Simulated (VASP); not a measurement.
# Os (Pm-3m) in VASP: further runs

The runs below take Os through single point, with LDA.

Everything below comes from runs of VASP 6.6.1. Logs are shortened: lines on timing, memory, paths and dates and some standing lists are left out, and cuts for length are marked.

### Step 1. The cell of the first run

The structure is cubic, space group Pm-3m (No. 221). Conventional cell: a = 2.516 Å, b = 2.516 Å, c = 2.516 Å, α = 90.00°, β = 90.00°, γ = 90.00°. Os (site symmetry m-3m) has 6 Os at 2.52 Å within 3.3 Å.

This isn't the form of Os at room conditions, which is hcp.

### Step 2. Single point, LDA

File INCAR:

```
  ALGO = Normal
  EDIFF = 1E-6
  ENCUT = 520
  ISIF = 2
  ISMEAR = -1
  LASPH = True
  LCHARG = False
  LREAL = False
  LWAVE = False
  NBANDS = 10
  NELM = 100
  PREC = Accurate
  SIGMA = 0.05
```

File KPOINTS:

```
k-points
0
Gamma
  19 19 19
```

File POSCAR:

```
Os
1.0
    2.5164109050      0.0000000000      0.0000000000
    0.0000000000      2.5164109050      0.0000000000
    0.0000000000      0.0000000000      2.5164109050
Os
1
Direct
    0.0000000000      0.0000000000      0.0000000000
```

Potentials or basis: VASP PAW LDA potentials, release 64 (Os).

Command:

```bash
$ cat potpaw_LDA.64/Os/POTCAR > POTCAR
$ mpirun -np 1 vasp_std > vasp.out
```

OUTCAR:

```text
EDIFF = 1E-6
   ENCUT = 520
   ISIF = 2
   ISMEAR = -1
   LASPH = True
   LREAL = False
   NELM = 100
   PREC = Accurate

 ion  position               nearest neighbor table
   1  0.000  0.000  0.000-

  LATTYP: Found a simple cubic cell.
 ALAT       =     2.5164109050

  Lattice vectors:

 A1 = (   2.5164109050,   0.0000000000,   0.0000000000)
 A2 = (   0.0000000000,   2.5164109050,   0.0000000000)
 A3 = (   0.0000000000,   0.0000000000,   2.5164109050)

Analysis of symmetry for initial positions (statically):
=====================================================================
 Subroutine PRICEL returns:
 Original cell was already a primitive cell.

 Routine SETGRP: Setting up the symmetry group for a
 simple cubic supercell.

 Subroutine GETGRP returns: Found 48 space group operations
 (whereof 48 operations were pure point group operations)
 out of a pool of 48 trial point group operations.

The static configuration has the point symmetry O_h .

Analysis of symmetry for dynamics (positions and initial velocities):
=====================================================================
 Subroutine PRICEL returns:
 Original cell was already a primitive cell.

 Routine SETGRP: Setting up the symmetry group for a
 simple cubic supercell.

 Subroutine GETGRP returns: Found 48 space group operations
 (whereof 48 operations were pure point group operations)
 out of a pool of 48 trial point group operations.

The dynamic configuration has the point symmetry O_h .

 Subroutine INISYM returns: Found 48 space group operations
 (whereof 48 operations are pure point group operations),
 and found     1 'primitive' translations

----------------------------------------------------------------------------------------

                                     Primitive cell

  volume of cell :      15.9347

  direct lattice vectors                    reciprocal lattice vectors
     2.516410905  0.000000000  0.000000000     0.397391379  0.000000000  0.000000000
     0.000000000  2.516410905  0.000000000     0.000000000  0.397391379  0.000000000
     0.000000000  0.000000000  2.516410905     0.000000000  0.000000000  0.397391379

  length of vectors
     2.516410905  2.516410905  2.516410905     0.397391379  0.397391379  0.397391379

  position of ions in fractional coordinates (direct lattice)
     0.000000000  0.000000000  0.000000000

  ion indices of the primitive-cell ions
   primitive index   ion index
                 1           1

----------------------------------------------------------------------------------------

 KPOINTS: k-points

Automatic generation of k-mesh.
 Grid dimensions read from file:
 generate k-points for:   19   19   19

 Generating k-lattice:

  Cartesian coordinates                     Fractional coordinates (reciprocal lattice)
     0.020915336  0.000000000  0.000000000     0.052631579  0.000000000  0.000000000
     0.000000000  0.020915336  0.000000000     0.000000000  0.052631579  0.000000000
     0.000000000  0.000000000  0.020915336     0.000000000  0.000000000  0.052631579

  Length of vectors
     0.020915336  0.020915336  0.020915336

  Shift w.r.t. Gamma in fractional coordinates (k-lattice)
     0.000000000  0.000000000  0.000000000

 Subroutine IBZKPT returns following result:
 ===========================================

 Found    220 irreducible k-points:

 Following reciprocal coordinates:
            Coordinates               Weight
  0.000000  0.000000  0.000000      1.000000
  0.052632  0.000000  0.000000      6.000000
  0.105263  0.000000  0.000000      6.000000
  0.157895  0.000000  0.000000      6.000000
  0.210526  0.000000  0.000000      6.000000
  0.263158  0.000000  0.000000      6.000000
[... 16 lines left out ...]
  0.263158  0.105263  0.000000     24.000000
  0.315789  0.105263  0.000000     24.000000
 [... further k-points ...]
   k-points           NKPTS =    220   k-points in BZ     NKDIM =    220   number of bands    NBANDS=     10
   number of dos      NEDOS =    301   number of ions     NIONS =      1
   total plane-waves  NPLWV =   8000
   dimension x,y,z NGX =    20 NGY =   20 NGZ =   20
   dimension x,y,z NGXF=    40 NGYF=   40 NGZF=   40
   ions per type =               1
   NGX,Y,Z   is equivalent  to a cutoff of  13.21, 13.21, 13.21 a.u.
   NGXF,Y,Z  is equivalent  to a cutoff of  26.43, 26.43, 26.43 a.u.
 SYSTEM =  unknown system
   PREC   = accura    normal or accurate (medium, high low for compatibility)
   ISTART =      0    job   : 0-new  1-cont  2-samecut
   ICHARG =      2    charge: 1-file 2-atom 10-const
   ISPIN  =      1    spin polarized calculation?
   LNONCOLLINEAR =      F non collinear calculations
   LSORBIT =      F    spin-orbit coupling
   LASPH  =      T    aspherical Exc in radial PAW
   ENCUT  =  520.0 eV  38.22 Ry    6.18 a.u.   4.68  4.68  4.68*2*pi/ulx,y,z
   NELM   =    100;   NELMIN=  2; NELMDL= -5     # of ELM steps
   EDIFF  = 0.1E-05   stopping-criterion for ELM
   LREAL  =      F    real-space projection
   EDIFFG = 0.1E-04   stopping-criterion for IOM
   NSW    =      0    number of steps for IOM
   IBRION =     -1    ionic relax: 0-MD 1-quasi-New 2-CG
   NFREE  =      0    steps in history (QN), initial steepest desc. (CG)
   ISIF   =      2    stress and relaxation
   ISYM   =      2    0-nonsym 1-usesym 2-fastsym
   POTIM  = 0.5000    time-step for ionic-motion
   TEBEG  =    0.0;   TEEND  =   0.0 temperature during run
   PSTRESS=    0.0 pullay stress
   NELECT =       8.0000    total number of electrons
   NUPDOWN=      -1.0000    fix difference up-down
   EMIN   =  10.00;   EMAX   =-10.00  energy-range for DOS
   EFERMI =   0.00;   METHOD = LEGACY
   ISMEAR =    -1;   SIGMA  =   0.05  broadening in eV -4-tet -1-fermi 0-gaus
   EFERMI_NEDOS =   21; number of points for ismear=-14 and -15
   IALGO  =     38    algorithm
   IMIX   =      4    mixing-type and parameters
     AMIX     =   0.40;   BMIX     =  1.00
     AMIX_MAG =   1.60;   BMIX_MAG =  1.00
  volume/ion in A,a.u.               =      15.93       107.53
  Fermi-wavevector in a.u.,A,eV,Ry     =   1.301138  2.458794 23.034111  1.692959
  Thomas-Fermi vector in A             =   2.432291
   LORBIT       =      0    0 simple, 1 ext, 2 COOP (PROOUT), +10 PAW based schemes
   GGA     = CA    functional components
   LHFCALC =     F    Hartree Fock is set to
   AEXX    =    0.0000 exact exchange contribution
   IVDW    =     0    specifies the selected vdW correction
   LEPSILON=     F    determine dielectric tensor
   LRPA    =     F    only Hartree local field effects (RPA)
 non-spin polarized calculation
  energy-cutoff  :      520.00
  volume of cell :       15.93
 maximum number of plane-waves:       449
 NGX is ok and might be reduce to    20
   NGX =  9   NGY =  9   NGZ =  9

 number of electron       8.0000000 magnetization

 Free energy of the ion-electron system (eV)
  ---------------------------------------------------
  ext. energy  EPLUGINS =         0.00000000
  ---------------------------------------------------
  free energy    TOTEN  =       -11.08227061 eV

  energy without entropy =      -11.07157188  energy(sigma->0) =      -11.07692125

 E-fermi :   7.7056     XC(G=0): -13.2915

 val. band max:        7.7029011217   @ k =   0.3158   0.1053   0.1053
 cond. band min:       7.7057829546   @ k =   0.3158   0.2105   0.0000
 fundamental gap:      0.0028818328
 Fermi energy:         7.7056486408

 k-point     1 :       0.0000    0.0000    0.0000
  band No.  band energies     occupation
      1      -2.0775      2.00000
      2       1.3785      2.00000
      3       1.3785      2.00000
      4      10.1363      0.00000
      5      10.1363      0.00000
      6      10.1363      0.00000
      7      23.5565      0.00000
      8      23.5565      0.00000
      9      23.5565      0.00000
     10      29.9370      0.00000

 k-point     2 :       0.0526    0.0000    0.0000
  band No.  band energies     occupation
      1      -1.9821      2.00000
      2       1.4003      2.00000
      3       1.4778      2.00000
      4      10.0065      0.00000
      5      10.0065      0.00000
      6      10.1457      0.00000
      7      22.9698      0.00000
      8      23.7502      0.00000
      9      23.7502      0.00000
     10      30.3790      0.00000

 k-point     3 :       0.1053    0.0000    0.0000
  band No.  band energies     occupation
      1      -1.7107      2.00000
      2       1.4640      2.00000
      3       1.7791      2.00000
      4       9.6494      0.00000
      5       9.6494      0.00000
      6      10.1734      0.00000
      7      21.6563      0.00000
      8      24.2952      0.00000
      9      24.2952      0.00000
     10      30.5699      0.00000

 k-point     4 :       0.1579    0.0000    0.0000
  band No.  band energies     occupation
      1      -1.3039      2.00000
      2       1.5644      2.00000
      3       2.2870      2.00000
      4       9.1411      0.00000
      5       9.1411      0.00000
      6      10.2164      0.00000
      7      20.1517      0.00000
      8      25.1036      0.00000
      9      25.1036      0.00000
     10      28.9915      0.00000

 k-point     5 :       0.2105    0.0000    0.0000
  band No.  band energies     occupation
      1      -0.8159      2.00000
      2       1.6925      2.00000
      3       2.9916      2.00000
      4       8.5670      0.00000
      5       8.5670      0.00000
      6      10.2705      0.00000
      7      18.7003      0.00000
      8      26.0733      0.00000
      9      26.0733      0.00000
     10      27.5389      0.00000

 k-point     6 :       0.2632    0.0000    0.0000
  band No.  band energies     occupation
      1      -0.2991      2.00000
      2       1.8363      2.00000
      3       3.8468      2.00000
      4       7.9997      0.00556
      5       7.9997      0.00556
      6      10.3299      0.00000
      7      17.4241      0.00000
      8      26.2655      0.00000
      9      27.1132      0.00000
     10      27.1132      0.00000

 k-point     7 :       0.3158    0.0000    0.0000
  band No.  band energies     occupation
      1       0.2030      2.00000
      2       1.9806      2.00000
      3       4.7556      2.00000
      4       7.4931      1.97191
      5       7.4931      1.97191
      6      10.3883      0.00000
      7      16.4114      0.00000
      8      25.2045      0.00000
      9      28.1466      0.00000
     10      28.1466      0.00000

 k-point     8 :       0.3684    0.0000    0.0000
  band No.  band energies     occupation
      1       0.6497      2.00000
      2       2.1092      2.00000
      3       5.5781      2.00000
      4       7.0849      1.99999
      5       7.0849      1.99999
      6      10.4392      0.00000
      7      15.7310      0.00000
      8      24.3821      0.00000
      9      29.0990      0.00000
     10      29.0990      0.00000

 k-point     9 :       0.4211    0.0000    0.0000
  band No.  band energies     occupation
      1       0.9937      2.00000
      2       2.2061      2.00000
      3       6.1756      2.00000
      4       6.8003      2.00000
      5       6.8003      2.00000
      6      10.4770      0.00000
      7      15.3925      0.00000
      8      23.8200      0.00000
      9      28.9176      0.00000
     10      29.8728      0.00000
[... 118 lines left out ...]
 k-point    19 :       0.4737    0.0526    0.0000
  band No.  band energies     occupation
      1       1.2931      2.00000
      2       2.3470      2.00000
      3       5.6277      2.00000
      4       6.6717      2.00000
      5       7.4756      1.98013
      6      10.3862      0.00000
      7      15.2999      0.00000
      8      23.6699      0.00000
      9      28.1184      0.00000
     10      29.7963      0.00000

 k-point    20 :       0.1053    0.1053    0.0000
  band No.  band energies     occupation
      1      -1.3386      2.00000
      2       1.7121      2.00000
      3       2.0099      2.00000
      4       9.1285      0.00000
      5       9.6043      0.00000
      6       9.7848      0.00000
      7      22.0437      0.00000
      8      22.6496      0.00000
      9      25.0441      0.00000
     10      30.1624      0.00000

 k-point    21 :       0.1579    0.1053    0.0000
  band No.  band energies     occupation
      1      -0.9293      2.00000
      2       1.8629      2.00000
      3       2.4592      2.00000
      4       8.5970      0.00000
      5       9.1694      0.00000
      6       9.7695      0.00000
      7      20.7875      0.00000
      8      23.0798      0.00000
      9      25.8668      0.00000
     10      29.2018      0.00000

 k-point    22 :       0.2105    0.1053    0.0000
  band No.  band energies     occupation
      1      -0.4431      2.00000
      2       2.0085      2.00000
      3       3.1301      2.00000
      4       8.0234      0.00347
      5       8.6111      0.00000
      6       9.8238      0.00000
      7      19.3323      0.00000
      8      23.8389      0.00000
      9      26.8571      0.00000
     10      28.0453      0.00000

 k-point    23 :       0.2632    0.1053    0.0000
  band No.  band energies     occupation
      1       0.0680      2.00000
      2       2.1633      2.00000
      3       3.9159      2.00000
      4       7.5284      1.94386
      5       8.0530      0.00192
      6       9.8889      0.00000
      7      18.0104      0.00000
      8      24.5752      0.00000
      9      27.0013      0.00000
     10      27.9232      0.00000

 k-point    24 :       0.3158    0.1053    0.0000
  band No.  band energies     occupation
      1       0.5646      2.00000
      2       2.3204      2.00000
      3       4.5983      2.00000
      4       7.2913      1.99950
      5       7.5525      1.91063
      6       9.9543      0.00000
      7      16.9029      0.00000
      8      24.9947      0.00000
      9      26.4016      0.00000
     10      28.9917      0.00000

 [... further k-points ...]
[... 5 lines left out ...]
  --------------------------------------------------------------------------------------
  -------------------------------------------------------------------------------------
  Total        0.0030644      0.0030644      0.0030644     -0.0000000     -0.0000000     -0.0000000
  in kB        0.3081117      0.3081117      0.3081117     -0.0000000     -0.0000000     -0.0000000
  external PRESSURE =       0.3081117 kB  Pullay stress =       0.0000000 kB

 VOLUME and BASIS-vectors are now :
 -----------------------------------------------------------------------------
  energy-cutoff  :      520.00
  volume of cell :       15.93
      direct lattice vectors                 reciprocal lattice vectors
     2.516410905  0.000000000  0.000000000     0.397391379  0.000000000  0.000000000
     0.000000000  2.516410905  0.000000000     0.000000000  0.397391379  0.000000000
     0.000000000  0.000000000  2.516410905     0.000000000  0.000000000  0.397391379

 POSITION                                       TOTAL-FORCE (eV/Angst)
 -----------------------------------------------------------------------------------
      0.00000      0.00000      0.00000         0.000000      0.000000      0.000000
 -----------------------------------------------------------------------------------
    total drift:                               -0.000000      0.000000      0.000000

  FREE ENERGIE OF THE ION-ELECTRON SYSTEM (eV)
  ---------------------------------------------------
  free  energy   TOTEN  =       -11.0822706093 eV

  energy  without entropy=      -11.0715718844  energy(sigma->0) =      -11.07692125
```

It took 36 s on 1 thread of Intel Xeon 8259CL, shared host; peak memory 0.15 GiB.

What came out:

```
Free energy            : -11.0823 eV
Pressure               : 0.0 GPa
Band gap on the k mesh : zero (bands 4 and 5 overlap by 6.25 eV)
```

Caveat: spin-orbit coupling is left out, which moves the levels of the heavy elements.

### Step 3. Single point, LDA

File INCAR:

```
PREC     = Accurate       # precision mode
ENCUT    = 520            # plane-wave cutoff, eV
EDIFF    = 1E-6           # SCF threshold, eV
ISMEAR   = -1             # smearing method
SIGMA    = 0.05           # smearing width, eV
LREAL    = False          # projectors in reciprocal space
LASPH    = True           # aspherical terms in the spheres
NELM     = 100            # most SCF steps
ALGO     = Normal         # electronic algorithm
ISIF     = 2              # what is computed and relaxed
LWAVE    = False          # write WAVECAR
LCHARG   = False          # write CHGCAR
GGA      = CA             # functional
NBANDS   = 10             # bands
```

File KPOINTS:

```
regular mesh
0
Gamma
  18 18 18
```

File POSCAR:

```
Os
1.0
    2.5172990469      0.0000000000      0.0000000000
    0.0000000000      2.5172990469      0.0000000000
    0.0000000000      0.0000000000      2.5172990469
Os
1
Direct
    0.0000000000      0.0000000000      0.0000000000
```

Potentials or basis: VASP PAW LDA potentials, release 64 (Os).

Command:

```bash
$ cat potpaw_LDA.64/Os/POTCAR > POTCAR
$ mpirun -np 1 vasp_std > vasp.out
```

It took 30 s on 1 thread of Intel Xeon 8259CL, shared host; peak memory 0.15 GiB.

Results (log left out):

* Free energy: -11.0769 eV
* Pressure: 0.0 GPa
* Band gap on the k mesh: zero (bands 4 and 5 overlap by 6.33 eV)

Levels at points of the mesh, in eV from the Fermi level:
| k point | band 1 | band 2 | band 3 | band 4 | band 5 | band 6 | band 7 | band 8 | band 9 |
| --- | --- | --- | --- | --- | --- | --- | --- | --- | --- |
| (0.00, 0.00, 0.00) | -9.76 | -6.30 | -6.30 | 2.44 | 2.44 | 2.44 | 15.85 | 15.85 | 15.85 |
| (0.50, 0.00, 0.00) | -6.48 | -5.42 | -1.18 | -1.06 | -1.06 | 2.80 | 7.58 | 15.80 | 20.44 |
| (0.50, 0.50, 0.00) | -7.09 | -4.75 | -0.38 | -0.38 | 4.69 | 4.69 | 5.01 | 13.48 | 15.10 |
| (0.50, 0.50, 0.50) | -5.58 | -5.58 | -5.58 | 5.27 | 5.27 | 8.39 | 11.72 | 11.72 | 11.72 |

Caveat: spin-orbit coupling is left out, which moves the levels of the heavy elements.

### Step 4. Single point, LDA

This run uses another cell than the first one, of 15.79 Å³/atom.

File INCAR:

```
SYSTEM = Os
  PREC = Accurate
  ENCUT = 520
  EDIFF = 1E-6
  ISMEAR = -1
  SIGMA = 0.05
  LREAL = .FALSE.
  LASPH = .TRUE.
  NELM = 100
  ALGO = Normal
  ISIF = 2
  LWAVE = .FALSE.
  LCHARG = .TRUE.
  LELF = .TRUE.
  LVHAR = .TRUE.
  NBANDS = 10
```

File KPOINTS:

```
Automatic mesh
0
G
  18 18 18
  0 0 0
```

File POSCAR:

```
Os
1.0
    2.5088799236      0.0000000000      0.0000000000
    0.0000000000      2.5088799236      0.0000000000
    0.0000000000      0.0000000000      2.5088799236
Os
1
Direct
    0.0000000000      0.0000000000      0.0000000000
```

Command:

```bash
$ cat potpaw_LDA.64/Os/POTCAR > POTCAR
$ mpirun -np 1 vasp_std > vasp.out
```

Wall time 37 s (1 thread of Intel Xeon 8259CL, shared host); peak memory 0.15 GiB.

Results (log left out):

* Free energy: -11.0752 eV
* Pressure: 3.2 GPa
* Band gap on the k mesh: zero (bands 4 and 5 overlap by 6.43 eV)

Levels at points of the mesh, in eV from the Fermi level:
```tsv
k point	band 1	band 2	band 3	band 4	band 5	band 6	band 7	band 8	band 9
(0.00, 0.00, 0.00)	-9.85	-6.39	-6.39	2.48	2.48	2.48	15.93	15.93	15.93
(0.50, 0.00, 0.00)	-6.54	-5.49	-1.21	-1.08	-1.08	2.84	7.69	15.81	20.53
(0.50, 0.50, 0.00)	-7.20	-4.80	-0.39	-0.39	4.72	4.72	5.09	13.66	15.19
(0.50, 0.50, 0.50)	-5.67	-5.67	-5.67	5.35	5.35	8.35	11.83	11.83	11.83
```

Caveat: the cell stands under pressure; spin-orbit coupling is left out, which moves the levels of the heavy elements.

### Step 5. The runs side by side

```csv
cell,k mesh,gap on the mesh (eV),pressure (GPa)
"a = 2.516 Å, 1 atom",19 × 19 × 19,none,0.0
"a = 2.517 Å, 1 atom",18 × 18 × 18,none,0.0
"a = 2.509 Å, 1 atom",18 × 18 × 18,none,3.2
```

Alike in all rows: task single point; level LDA; potentials or basis VASP PAW LDA potentials, release 64 (Os); no spin polarisation; cutoff (eV) 520; smearing fermi-dirac 0.05 eV.

Caveats: spin-orbit coupling is left out, which moves the levels of the heavy elements; the cell stands under pressure (at least some runs).

Total energies depend on the potentials used, so only differences within one code and one set of settings carry meaning.
